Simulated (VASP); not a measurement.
# HgTe (I-4m2) in VASP: a series of runs

Runs on HgTe. Level: LDA. Tasks: single point.

Program: VASP 6.6.1. These are calculated values, not measurements. Logs are shortened: lines on timing, memory, paths and dates and some standing lists are left out, and cuts for length are marked.

## (1) The cell of the first run

It takes space group I-4m2 (No. 119, tetragonal). Conventional cell: a = 4.559 Å, b = 4.559 Å, c = 6.318 Å, α = 90.00°, β = 90.00°, γ = 90.00°. Hg (site symmetry -4m2) has 4 Te at 2.77 Å within 3.7 Å. Te (site symmetry -4m2) has 4 Hg at 2.77 Å within 3.7 Å.

## (2) Single point, LDA (zz strain of -2 %)

Input file INCAR:

```
PREC = Accurate
ENCUT = 520
EDIFF = 1E-6
ISMEAR = -1
SIGMA = 0.03
LREAL = False
LASPH = True
NELM = 100
ALGO = Normal
ISIF = 2
LWAVE = False
LCHARG = False
NBANDS = 16
```

Input file KPOINTS:

```
Automatic mesh
0
Gamma
  11 11 11
```

Input file POSCAR:

```
HgTe
1.0
    0.0000000000      3.2235000000      3.1590300000
    3.2235000000      0.0000000000      3.1590300000
    3.2235000000      3.2235000000      0.0000000000
Hg Te
1 1
Direct
    0.0000000000      0.0000000000      0.0000000000
    0.7500000000      0.7500000000      0.7500000000
```

Potentials or basis: VASP PAW LDA potentials, release 64 (Hg, Te).

Started as:

```bash
cat potpaw_LDA.64/Hg/POTCAR potpaw_LDA.64/Te/POTCAR > POTCAR
mpirun -np 1 vasp_std > vasp.out
```

OUTCAR:

```text
PREC = Accurate
   ENCUT = 520
   EDIFF = 1E-6
   ISMEAR = -1
   LREAL = False
   LASPH = True
   NELM = 100
   ISIF = 2

 ion  position               nearest neighbor table
   1  0.000  0.000  0.000-   2 2.77   2 2.77   2 2.77   2 2.77
   2  0.750  0.750  0.750-   1 2.77   1 2.77   1 2.77   1 2.77

  LATTYP: Found a body centered tetragonal cell.
 ALAT       =     4.5587174183
 C/A-ratio  =     1.3859292911

  Lattice vectors:

 A1 = (   0.0000000000,  -3.2235000000,  -3.1590300000)
 A2 = (   0.0000000000,   3.2235000000,  -3.1590300000)
 A3 = (   3.2235000000,   0.0000000000,   3.1590300000)

Analysis of symmetry for initial positions (statically):
=====================================================================
 Subroutine PRICEL returns:
 Original cell was already a primitive cell.

 Routine SETGRP: Setting up the symmetry group for a
 body centered tetragonal supercell.

 Subroutine GETGRP returns: Found  8 space group operations
 (whereof  8 operations were pure point group operations)
 out of a pool of 16 trial point group operations.

The static configuration has the point symmetry D_2d.

Analysis of symmetry for dynamics (positions and initial velocities):
=====================================================================
 Subroutine PRICEL returns:
 Original cell was already a primitive cell.

 Routine SETGRP: Setting up the symmetry group for a
 body centered tetragonal supercell.

 Subroutine GETGRP returns: Found  8 space group operations
 (whereof  8 operations were pure point group operations)
 out of a pool of 16 trial point group operations.

The dynamic configuration has the point symmetry D_2d.

 Subroutine INISYM returns: Found  8 space group operations
 (whereof  8 operations are pure point group operations),
 and found     1 'primitive' translations

----------------------------------------------------------------------------------------

                                     Primitive cell

  volume of cell :      65.6507

  direct lattice vectors                    reciprocal lattice vectors
     0.000000000  3.223500000  3.159030000    -0.155110904  0.155110904  0.158276433
     3.223500000  0.000000000  3.159030000     0.155110904 -0.155110904  0.158276433
     3.223500000  3.223500000  0.000000000     0.155110904  0.155110904 -0.158276433

  length of vectors
     4.513360477  4.513360477  4.558717418     0.270499934  0.270499934  0.270499934

  position of ions in fractional coordinates (direct lattice)
     0.000000000  0.000000000  0.000000000
     0.750000000  0.750000000  0.750000000

  ion indices of the primitive-cell ions
   primitive index   ion index
                 1           1
                 2           2

----------------------------------------------------------------------------------------

 KPOINTS: Automatic mesh

Automatic generation of k-mesh.
 Grid dimensions read from file:
 generate k-points for:   11   11   11

 Generating k-lattice:

  Cartesian coordinates                     Fractional coordinates (reciprocal lattice)
    -0.014100991  0.014100991  0.014388767     0.090909091 -0.000000000  0.000000000
     0.014100991 -0.014100991  0.014388767    -0.000000000  0.090909091  0.000000000
     0.014100991  0.014100991 -0.014388767     0.000000000  0.000000000  0.090909091

  Length of vectors
     0.024590903  0.024590903  0.024590903

  Shift w.r.t. Gamma in fractional coordinates (k-lattice)
     0.000000000  0.000000000  0.000000000

 Subroutine IBZKPT returns following result:
 ===========================================

 Found    126 irreducible k-points:

 Following reciprocal coordinates:
            Coordinates               Weight
  0.000000  0.000000  0.000000      1.000000
  0.090909 -0.000000  0.000000      8.000000
  0.181818  0.000000  0.000000      8.000000
  0.272727  0.000000  0.000000      8.000000
  0.363636 -0.000000  0.000000      8.000000
  0.454545  0.000000  0.000000      8.000000
[... 16 lines left out ...]
 -0.272727  0.181818  0.000000      8.000000
 -0.181818  0.181818  0.000000      4.000000
 [... further k-points ...]
   k-points           NKPTS =    126   k-points in BZ     NKDIM =    126   number of bands    NBANDS=     16
   number of dos      NEDOS =    301   number of ions     NIONS =      2
   total plane-waves  NPLWV =  46656
   dimension x,y,z NGX =    36 NGY =   36 NGZ =   36
   dimension x,y,z NGXF=    72 NGYF=   72 NGZF=   72
   ions per type =               1   1
   NGX,Y,Z   is equivalent  to a cutoff of  13.26, 13.26, 13.13 a.u.
   NGXF,Y,Z  is equivalent  to a cutoff of  26.52, 26.52, 26.26 a.u.
 SYSTEM =  unknown system
   PREC   = accura    normal or accurate (medium, high low for compatibility)
   ISTART =      0    job   : 0-new  1-cont  2-samecut
   ICHARG =      2    charge: 1-file 2-atom 10-const
   ISPIN  =      1    spin polarized calculation?
   LNONCOLLINEAR =      F non collinear calculations
   LSORBIT =      F    spin-orbit coupling
   LASPH  =      T    aspherical Exc in radial PAW
   ENCUT  =  520.0 eV  38.22 Ry    6.18 a.u.   8.39  8.39  8.48*2*pi/ulx,y,z
   NELM   =    100;   NELMIN=  2; NELMDL= -5     # of ELM steps
   EDIFF  = 0.1E-05   stopping-criterion for ELM
   LREAL  =      F    real-space projection
   EDIFFG = 0.1E-04   stopping-criterion for IOM
   NSW    =      0    number of steps for IOM
   IBRION =     -1    ionic relax: 0-MD 1-quasi-New 2-CG
   NFREE  =      0    steps in history (QN), initial steepest desc. (CG)
   ISIF   =      2    stress and relaxation
   ISYM   =      2    0-nonsym 1-usesym 2-fastsym
   POTIM  = 0.5000    time-step for ionic-motion
   TEBEG  =    0.0;   TEEND  =   0.0 temperature during run
   PSTRESS=    0.0 pullay stress
   NELECT =      18.0000    total number of electrons
   NUPDOWN=      -1.0000    fix difference up-down
   EMIN   =  10.00;   EMAX   =-10.00  energy-range for DOS
   EFERMI =   0.00;   METHOD = LEGACY
   ISMEAR =    -1;   SIGMA  =   0.03  broadening in eV -4-tet -1-fermi 0-gaus
   EFERMI_NEDOS =   21; number of points for ismear=-14 and -15
   IALGO  =     38    algorithm
   IMIX   =      4    mixing-type and parameters
     AMIX     =   0.40;   BMIX     =  1.00
     AMIX_MAG =   1.60;   BMIX_MAG =  1.00
  volume/ion in A,a.u.               =      32.83       221.52
  Fermi-wavevector in a.u.,A,eV,Ry     =   1.063537  2.009794 15.389701  1.131111
  Thomas-Fermi vector in A             =   2.199025
   LORBIT       =      0    0 simple, 1 ext, 2 COOP (PROOUT), +10 PAW based schemes
   GGA     = CA    functional components
   LHFCALC =     F    Hartree Fock is set to
   AEXX    =    0.0000 exact exchange contribution
   IVDW    =     0    specifies the selected vdW correction
   LEPSILON=     F    determine dielectric tensor
   LRPA    =     F    only Hartree local field effects (RPA)
 non-spin polarized calculation
  energy-cutoff  :      520.00
  volume of cell :       65.65
 maximum number of plane-waves:      1790
 NGX is ok and might be reduce to    36
   NGX = 17   NGY = 17   NGZ = 17

 number of electron      17.9999998 magnetization

 Free energy of the ion-electron system (eV)
  ---------------------------------------------------
  ext. energy  EPLUGINS =         0.00000000
  ---------------------------------------------------
  free energy    TOTEN  =        -5.03338639 eV

  energy without entropy =       -5.03327009  energy(sigma->0) =       -5.03332824

 E-fermi :   3.2474     XC(G=0):  -9.2238

 val. band max:        3.1846861220   @ k =   0.0000   0.0000   0.0000
 cond. band min:       3.2548255833   @ k =   0.0000   0.0000   0.0000
 fundamental gap:      0.0701394612
 Fermi energy:         3.2473982761

 k-point     1 :       0.0000    0.0000    0.0000
  band No.  band energies     occupation
      1      -9.0383      2.00000
      2      -4.3352      2.00000
      3      -4.3352      2.00000
      4      -4.3309      2.00000
      5      -3.7747      2.00000
      6      -3.7583      2.00000
[... 8 lines left out ...]
     15      12.6298      0.00000
     16      12.8293      0.00000

 k-point     2 :       0.0909   -0.0000    0.0000
  band No.  band energies     occupation
      1      -8.9942      2.00000
      2      -4.3235      2.00000
      3      -4.3229      2.00000
      4      -4.3170      2.00000
      5      -3.7758      2.00000
      6      -3.7603      2.00000
[... 8 lines left out ...]
     15      11.9675      0.00000
     16      12.1264      0.00000

 k-point     3 :       0.1818    0.0000    0.0000
  band No.  band energies     occupation
      1      -8.8723      2.00000
      2      -4.2912      2.00000
      3      -4.2884      2.00000
      4      -4.2667      2.00000
      5      -3.7766      2.00000
      6      -3.7636      2.00000
[... 8 lines left out ...]
     15      11.5725      0.00000
     16      11.7073      0.00000

 k-point     4 :       0.2727    0.0000    0.0000
  band No.  band energies     occupation
      1      -8.7047      2.00000
      2      -4.2537      2.00000
      3      -4.2478      2.00000
      4      -4.1380      2.00000
      5      -3.7711      2.00000
      6      -3.7625      2.00000
[... 8 lines left out ...]
     15      11.6659      0.00000
     16      11.7179      0.00000

 k-point     5 :       0.3636   -0.0000    0.0000
  band No.  band energies     occupation
      1      -8.5422      2.00000
      2      -4.2247      2.00000
      3      -4.2157      2.00000
      4      -3.8890      2.00000
      5      -3.7582      2.00000
      6      -3.7538      2.00000
[... 8 lines left out ...]
     15      12.2220      0.00000
     16      12.2563      0.00000

 k-point     6 :       0.4545    0.0000    0.0000
  band No.  band energies     occupation
      1      -8.4416      2.00000
      2      -4.2105      2.00000
      3      -4.1994      2.00000
      4      -3.7477      2.00000
      5      -3.7462      2.00000
      6      -3.5378      2.00000
[... 8 lines left out ...]
     15      12.9624      0.00000
     16      13.0663      0.00000

 k-point     7 :       0.0909    0.0909    0.0000
  band No.  band energies     occupation
      1      -8.9784      2.00000
      2      -4.3287      2.00000
      3      -4.3115      2.00000
      4      -4.3115      2.00000
      5      -3.7690      2.00000
      6      -3.7676      2.00000
[... 8 lines left out ...]
     15      11.5079      0.00000
     16      12.6724      0.00000

 k-point     8 :       0.1818    0.0909    0.0000
  band No.  band energies     occupation
      1      -8.8815      2.00000
      2      -4.3108      2.00000
      3      -4.2792      2.00000
      4      -4.2718      2.00000
      5      -3.7757      2.00000
      6      -3.7639      2.00000
[... 8 lines left out ...]
     15      11.2835      0.00000
     16      12.2877      0.00000

 k-point     9 :       0.2727    0.0909    0.0000
  band No.  band energies     occupation
      1      -8.7281      2.00000
      2      -4.2686      2.00000
      3      -4.2395      2.00000
      4      -4.1800      2.00000
      5      -3.7762      2.00000
      6      -3.7571      2.00000
[... 8 lines left out ...]
     15      11.5858      0.00000
     16      12.2207      0.00000
[... 172 lines left out ...]
 k-point    19 :       0.3636    0.1818    0.0000
  band No.  band energies     occupation
      1      -8.5319      2.00000
      2      -4.2255      2.00000
      3      -4.1612      2.00000
      4      -4.0611      2.00000
      5      -3.7460      2.00000
      6      -3.7362      2.00000
[... 8 lines left out ...]
     15      12.6796      0.00000
     16      13.0625      0.00000

 k-point    20 :       0.4545    0.1818    0.0000
  band No.  band energies     occupation
      1      -8.4053      2.00000
      2      -4.1905      2.00000
      3      -4.1416      2.00000
      4      -3.9067      2.00000
      5      -3.7346      2.00000
      6      -3.5997      2.00000
[... 8 lines left out ...]
     15      12.8631      0.00000
     16      13.5247      0.00000

 k-point    21 :      -0.4545    0.1818    0.0000
  band No.  band energies     occupation
      1      -8.3494      2.00000
      2      -4.1748      2.00000
      3      -4.1417      2.00000
      4      -3.8171      2.00000
      5      -3.7470      2.00000
      6      -3.3928      2.00000
[... 8 lines left out ...]
     15      12.8151      0.00000
     16      12.9283      0.00000

 k-point    22 :      -0.3636    0.1818    0.0000
  band No.  band energies     occupation
      1      -8.3852      2.00000
      2      -4.1722      2.00000
      3      -4.1599      2.00000
      4      -3.7909      2.00000
      5      -3.7705      2.00000
      6      -3.5688      2.00000
[... 8 lines left out ...]
     15      11.9096      0.00000
     16      12.9860      0.00000

 k-point    23 :      -0.2727    0.1818    0.0000
  band No.  band energies     occupation
      1      -8.4990      2.00000
      2      -4.1949      2.00000
      3      -4.1826      2.00000
      4      -3.9352      2.00000
      5      -3.7906      2.00000
      6      -3.7224      2.00000
[... 8 lines left out ...]
     15      12.3511      0.00000
     16      13.5211      0.00000

 k-point    24 :      -0.1818    0.1818    0.0000
  band No.  band energies     occupation
      1      -8.6498      2.00000
      2      -4.2386      2.00000
      3      -4.2101      2.00000
      4      -4.1246      2.00000
      5      -3.7966      2.00000
      6      -3.7410      2.00000
[... 8 lines left out ...]
     15      12.2366      0.00000
     16      12.5870      0.00000

 [... further k-points ...]

------------------------ aborting loop because EDIFF is reached ----------------------------------------

  FORCE on cell =-STRESS in cart. coord.  units (eV):
  Direction    XX          YY          ZZ          XY          YZ          ZX
  --------------------------------------------------------------------------------------
  -------------------------------------------------------------------------------------
  Total        0.3628921      0.3628921      0.4901655      0.0000000      0.0000000      0.0000000
  in kB        8.8562323      8.8562323     11.9622871      0.0000000      0.0000000      0.0000000
  external PRESSURE =       9.8915839 kB  Pullay stress =       0.0000000 kB

 VOLUME and BASIS-vectors are now :
 -----------------------------------------------------------------------------
  energy-cutoff  :      520.00
  volume of cell :       65.65
      direct lattice vectors                 reciprocal lattice vectors
     0.000000000  3.223500000  3.159030000    -0.155110904  0.155110904  0.158276433
     3.223500000  0.000000000  3.159030000     0.155110904 -0.155110904  0.158276433
     3.223500000  3.223500000  0.000000000     0.155110904  0.155110904 -0.158276433

 POSITION                                       TOTAL-FORCE (eV/Angst)
 -----------------------------------------------------------------------------------
      0.00000      0.00000      0.00000         0.000000      0.000000     -0.000000
      4.83525      4.83525      4.73855        -0.000000     -0.000000      0.000000
 -----------------------------------------------------------------------------------
    total drift:                                0.000000      0.000000     -0.000000

  FREE ENERGIE OF THE ION-ELECTRON SYSTEM (eV)
  ---------------------------------------------------
  free  energy   TOTEN  =        -5.0333863938 eV

  energy  without entropy=       -5.0332700886  energy(sigma->0) =       -5.03332824
```

It took 52 s on 1 thread of AMD EPYC 9R45 (Zen 5), shared host; peak memory 0.24 GiB.

Results:

- Free energy: -5.0334 eV
- Pressure: 1.0 GPa
- Band gap on the k mesh: 0.07 eV

Caveat: the cell differs from its parent crystal (zz strain of -2 %); spin-orbit coupling is left out, which moves the levels of the heavy elements; an odd mesh through Γ misses points on the zone boundary, where band edges can lie.

(Continued in part 2 of 2.)
